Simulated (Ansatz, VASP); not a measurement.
# Mg: VASP beside Ansatz

```
CELL_PARAMETERS angstrom
-1.60062 1.60058 2.25992
1.60062 -1.60058 2.25992
1.60062 1.60058 -2.25992
ATOMIC_POSITIONS crystal
Mg 0.50000 0.50000 0.00000
```

Alike in both runs: functional PBE; k mesh 18 × 18 × 18; occupations gaussian, width 0.1 eV; no spin polarisation.

Ansatz relaxed the structure, and its values are those at the end. VASP's run is a single point on that final structure, the one shown.

|  | VASP | Ansatz |
| --- | --- | --- |
| version | VASP 6.6.1 | Ansatz 0.2.0 |
| potentials or method | VASP PAW PBE potentials, release 64 (Mg), cutoff 520 eV | scalar-relativistic, plane waves, PAW |
| valence electrons in the cell | 2 | 10 |

Ansatz gave:

```
gap on the k mesh at the Fermi level (eV) : none
pressure (GPa)                            : 0.0
```

Problem. Estimate VASP's values.

Solution. gap on the k mesh at the Fermi level (eV): none; pressure (GPa): -0.2.

A gap of «none» marks a metal or a gap that the smearing closes. VASP's potentials hold 2 valence electrons a cell and Ansatz's 10, so a difference there can come from the potentials and not from the codes. Ansatz's warnings: near symmetry operations not taken.
